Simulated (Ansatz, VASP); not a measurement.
**MgO2 in VASP and in Ansatz**

```
CELL_PARAMETERS angstrom
1.55458 0.89754 3.72319
-1.55458 0.89754 3.72319
0.00000 -1.79507 3.72319
ATOMIC_POSITIONS crystal
Mg 0.00000 0.00000 0.00000
O 0.42879 0.42879 0.42879
O 0.57121 0.57121 0.57121
```

Alike in both runs: task single point; functional r2SCAN; k mesh 12 × 12 × 12; occupations gaussian, width 0.05 eV; no spin polarisation.

```csv
,VASP,Ansatz
version,VASP 6.6.1,Ansatz 0.2.0
potentials or method,"VASP PAW PBE potentials, release 64 (Mg, O), cutoff 520 eV","scalar-relativistic, plane waves, PAW"
valence electrons in the cell,14,22
```

```tsv
	VASP	Ansatz	Ansatz less VASP
gap on the k mesh at the Fermi level (eV)	1.54	1.56	+0.019
least direct gap on the mesh (eV)	1.54	1.56	+0.019
pressure (GPa)	-9.8	-9.2	+0.61
traceless stress, the component that is largest in VASP (GPa)	-24.50	-25.23	-0.727
rms of the force components (eV/Å)	0.711	0.779	+0.0681
```

VASP's potentials were made for PBE, not for r2SCAN. Atom by atom the forces differ by 0.068 eV/Å (rms over components). VASP's potentials hold 14 valence electrons a cell and Ansatz's 22, so a difference there can come from the potentials and not from the codes.
